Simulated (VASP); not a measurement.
# SrRe (Pm-3m) in VASP: further runs, part 2 of 2

VASP 6.6.1. The steps go on from the part before.

## Step 4: Single point, LDA

The input, INCAR:

```
  ALGO = Normal
  EDIFF = 1E-7
  ENCUT = 520
  ISIF = 2
  ISMEAR = 0
  LASPH = True
  LCHARG = False
  LREAL = False
  LWAVE = False
  NBANDS = 16
  NELM = 100
  PREC = Accurate
  SIGMA = 0.05
```

The input, KPOINTS:

```
k-points
0
Gamma
  10 10 10
```

The input, POSCAR:

```
SrRe
1.0
    3.6380263064      0.0000000000      0.0000000000
    0.0000000000      3.6380263064      0.0000000000
    0.0000000000      0.0000000000      3.6380263064
Sr Re
1 1
Direct
    0.0000000000      0.0000000000      0.0000000000
    0.5000000000      0.5000000000      0.5000000000
```

Potentials or basis: VASP PAW LDA potentials, release 64 (Sr_sv, Re).

Command:

```sh
$ cat potpaw_LDA.64/Sr_sv/POTCAR potpaw_LDA.64/Re/POTCAR > POTCAR
$ mpirun -np 1 vasp_std > vasp.out
```

OUTCAR:

```text
EDIFF = 1E-7
   ENCUT = 520
   ISIF = 2
   ISMEAR = 0
   LASPH = True
   LREAL = False
   NELM = 100
   PREC = Accurate

 ion  position               nearest neighbor table
   1  0.000  0.000  0.000-   2 3.15   2 3.15   2 3.15   2 3.15   2 3.15   2 3.15   2 3.15   2 3.15

   2  0.500  0.500  0.500-   1 3.15   1 3.15   1 3.15   1 3.15   1 3.15   1 3.15   1 3.15   1 3.15

  LATTYP: Found a simple cubic cell.
 ALAT       =     3.6380263064

  Lattice vectors:

 A1 = (   3.6380263064,   0.0000000000,   0.0000000000)
 A2 = (   0.0000000000,   3.6380263064,   0.0000000000)
 A3 = (   0.0000000000,   0.0000000000,   3.6380263064)

Analysis of symmetry for initial positions (statically):
=====================================================================
 Subroutine PRICEL returns:
 Original cell was already a primitive cell.

 Routine SETGRP: Setting up the symmetry group for a
 simple cubic supercell.

 Subroutine GETGRP returns: Found 48 space group operations
 (whereof 48 operations were pure point group operations)
 out of a pool of 48 trial point group operations.

The static configuration has the point symmetry O_h .

Analysis of symmetry for dynamics (positions and initial velocities):
=====================================================================
 Subroutine PRICEL returns:
 Original cell was already a primitive cell.

 Routine SETGRP: Setting up the symmetry group for a
 simple cubic supercell.

 Subroutine GETGRP returns: Found 48 space group operations
 (whereof 48 operations were pure point group operations)
 out of a pool of 48 trial point group operations.

The dynamic configuration has the point symmetry O_h .

 Subroutine INISYM returns: Found 48 space group operations
 (whereof 48 operations are pure point group operations),
[... 105 lines left out ...]
   TEBEG  =    0.0;   TEEND  =   0.0 temperature during run
   PSTRESS=    0.0 pullay stress
   NELECT =      17.0000    total number of electrons
   NUPDOWN=      -1.0000    fix difference up-down
   EMIN   =  10.00;   EMAX   =-10.00  energy-range for DOS
   EFERMI =   0.00;   METHOD = LEGACY
   ISMEAR =     0;   SIGMA  =   0.05  broadening in eV -4-tet -1-fermi 0-gaus
   EFERMI_NEDOS =   21; number of points for ismear=-14 and -15
   IALGO  =     38    algorithm
   IMIX   =      4    mixing-type and parameters
     AMIX     =   0.40;   BMIX     =  1.00
     AMIX_MAG =   1.60;   BMIX_MAG =  1.00
  volume/ion in A,a.u.               =      24.08       162.47
  Fermi-wavevector in a.u.,A,eV,Ry     =   1.157067  2.186540 18.215546  1.338805
  Thomas-Fermi vector in A             =   2.293682
   LORBIT       =      0    0 simple, 1 ext, 2 COOP (PROOUT), +10 PAW based schemes
   GGA     = CA    functional components
   LHFCALC =     F    Hartree Fock is set to
   AEXX    =    0.0000 exact exchange contribution
   IVDW    =     0    specifies the selected vdW correction
   LEPSILON=     F    determine dielectric tensor
   LRPA    =     F    only Hartree local field effects (RPA)
 non-spin polarized calculation
 Gauss-broadening in eV      SIGMA  =   0.05
  energy-cutoff  :      520.00
  volume of cell :       48.15
 maximum number of plane-waves:      1328
 NGX is ok and might be reduce to    28
   NGX = 13   NGY = 13   NGZ = 13

 number of electron      17.0000000 magnetization

 Free energy of the ion-electron system (eV)
  ---------------------------------------------------
  ext. energy  EPLUGINS =         0.00000000
  ---------------------------------------------------
  free energy    TOTEN  =       -11.90671057 eV

  energy without entropy =      -11.90024911  energy(sigma->0) =      -11.90347984

 E-fermi :   3.3792     XC(G=0): -10.9083

 val. band max:        3.3764307963   @ k =   0.4000   0.2000   0.1000
 cond. band min:       3.3910591807   @ k =   0.5000   0.2000   0.0000
 fundamental gap:      0.0146283844
 Fermi energy:         3.3791505242

 k-point     1 :       0.0000    0.0000    0.0000
  band No.  band energies     occupation
      1     -30.1258      2.00000
      2     -12.1481      2.00000
      3     -12.1481      2.00000
      4     -12.1481      2.00000
      5      -1.7709      2.00000
      6       1.1435      2.00000
[... 433 lines left out ...]
      3     -12.1823      2.00000
      4     -12.1790      2.00000
      5      -0.0442      2.00000
      6       1.7879      2.00000
[... 8 lines left out ...]
     15      10.7920      0.00000
     16      12.0361      0.00000

 [... further k-points ...]
[... 5 lines left out ...]
  --------------------------------------------------------------------------------------
  -------------------------------------------------------------------------------------
  Total       -1.7908591     -1.7908591     -1.7908591      0.0000000     -0.0000000      0.0000000
  in kB      -59.5901515    -59.5901515    -59.5901515      0.0000000     -0.0000000      0.0000000
  external PRESSURE =     -59.5901515 kB  Pullay stress =       0.0000000 kB

 VOLUME and BASIS-vectors are now :
 -----------------------------------------------------------------------------
  energy-cutoff  :      520.00
  volume of cell :       48.15
      direct lattice vectors                 reciprocal lattice vectors
     3.638026306  0.000000000  0.000000000     0.274874318  0.000000000  0.000000000
     0.000000000  3.638026306  0.000000000     0.000000000  0.274874318  0.000000000
     0.000000000  0.000000000  3.638026306     0.000000000  0.000000000  0.274874318

 POSITION                                       TOTAL-FORCE (eV/Angst)
 -----------------------------------------------------------------------------------
      0.00000      0.00000      0.00000         0.000000      0.000000      0.000000
      1.81901      1.81901      1.81901         0.000000      0.000000      0.000000
 -----------------------------------------------------------------------------------
    total drift:                               -0.000000      0.000000      0.000000

  FREE ENERGIE OF THE ION-ELECTRON SYSTEM (eV)
  ---------------------------------------------------
  free  energy   TOTEN  =       -11.9067105675 eV

  energy  without entropy=      -11.9002491135  energy(sigma->0) =      -11.90347984
```

stdout:

```text
POSCAR found type information on POSCAR SrRe
 POSCAR found :  2 types and       2 ions
 scaLAPACK will be used
 LDA part: xc-table for (Slater(with rela. corr.)+CA(PZ))
 , standard interpolation
 POSCAR, INCAR and KPOINTS ok, starting setup
 FFT: planning ... GRIDC
 FFT: planning ... GRID_SOFT
 FFT: planning ... GRID
 WAVECAR not read
 entering main loop
```

Run time: 15 s. Hardware: 1 thread of Intel Xeon 6975P-C (Granite Rapids), shared host; peak memory 0.17 GiB.

What came out:

```
Free energy : -11.9067 eV
Pressure    : -6.0 GPa
```

Caveat: spin-orbit coupling is left out, which moves the levels of the heavy elements.

## Step 5: Single point, PBEsol

The input, INCAR:

```
PREC     = Accurate       # precision mode
ENCUT    = 520            # plane-wave cutoff, eV
EDIFF    = 1E-6           # SCF threshold, eV
ISMEAR   = 0              # smearing method
SIGMA    = 0.05           # smearing width, eV
LREAL    = False          # projectors in reciprocal space
LASPH    = True           # aspherical terms in the spheres
NELM     = 100            # most SCF steps
ALGO     = Normal         # electronic algorithm
ISIF     = 2              # what is computed and relaxed
LWAVE    = False          # write WAVECAR
LCHARG   = False          # write CHGCAR
GGA      = PS             # functional
NBANDS   = 16             # bands
```

The input, KPOINTS:

```
Automatic mesh
0
Gamma
  10 10 10
```

POSCAR is that of step 4.

Potentials or basis: VASP PAW PBE potentials, release 64 (Sr_sv, Re).

Command:

```sh
$ cat potpaw_PBE.64/Sr_sv/POTCAR potpaw_PBE.64/Re/POTCAR > POTCAR
$ mpirun -np 1 vasp_std > vasp.out
```

Run time: 17 s. Hardware: 1 thread of Intel Xeon 6975P-C (Granite Rapids), shared host; peak memory 0.18 GiB.

The run converged. Its results:

| Quantity | Value |
| --- | --- |
| Free energy | -11.3210 eV |
| Pressure | -3.7 GPa |

Levels at points of the mesh, in eV from the Fermi level:
```csv
k point,band 5,band 6,band 7,band 8,band 9,band 10,band 11,band 12
"(0.00, 0.00, 0.00)",-5.20,-2.24,-2.24,0.31,0.31,0.31,4.90,4.90
"(0.50, 0.00, 0.00)",-2.37,-1.38,-1.00,0.07,0.07,0.65,1.66,2.74
"(0.50, 0.50, 0.00)",-3.08,-2.03,-0.77,-0.77,1.44,1.59,2.57,2.57
"(0.50, 0.50, 0.50)",-0.60,-0.60,-0.60,0.55,0.55,0.55,1.51,1.51
```

Caveat: the PAW data sets were made with another functional, which shifts forces and pressure a little; spin-orbit coupling is left out, which moves the levels of the heavy elements.

## Step 6: Summary

| level | potentials or basis | k mesh | gap on the mesh (eV) | pressure (GPa) |
| --- | --- | --- | --- | --- |
| PBE | VASP PAW PBE potentials, release 64 (Sr_sv, Re) | 10 × 10 × 10, shifted | none | 0.1 |
| PBEsol | VASP PAW PBE potentials, release 64 (Sr_sv, Re) | 10 × 10 × 10 | none | -3.7 |
| LDA | VASP PAW LDA potentials, release 64 (Sr_sv, Re) | 10 × 10 × 10 | none | -6.0 |

Alike in all rows: task single point; no spin polarisation; cell as given; cutoff (eV) 520; smearing gaussian 0.05 eV.

Caveats: spin-orbit coupling is left out, which moves the levels of the heavy elements; the PAW data sets were made with another functional, which shifts forces and pressure a little (some runs).

Total energies depend on the potentials used, so only differences within one code and one set of settings carry meaning.
